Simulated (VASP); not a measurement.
Crystal: ZrS.

```
CELL_PARAMETERS angstrom
0.00000 2.40283 2.40283
2.40283 0.00000 2.40283
2.40283 2.40283 0.00000
ATOMIC_POSITIONS crystal
Zr 0.00000 0.00000 0.00000
S 0.50000 0.50000 0.50000
```

Base run:

| Quantity | Value |
| --- | --- |
| Program | VASP 6.6.1 |
| Functional | LDA |
| Potentials or basis | VASP PAW LDA potentials, release 64 (Zr_sv, S) |
| Cutoff | 520 eV |
| k mesh | 16 × 16 × 16 |
| Occupations | gaussian, width 0.15 eV |
| Spin | collinear spin |
| Starting moments | [0.8, 0.0] μB |
| Fixed moment | 0.8 μB |

Its results: pressure 50.3 GPa; site moments Zr +0.44; S +0.06 μB.

**Question.** The run is repeated on the same cell with these changes: fixed moment from 0.8 μB to 0.7 μB; moments at the start from [0.8, 0.0] to [0.7, 0.0]. What comes out?

**Answer.** Pressure 49.7 GPa; site moments Zr +0.39; S +0.05 μB.

Caveats: the cell stands under pressure; the total moment is fixed, so each spin has its own Fermi level and the state may be an excited one.
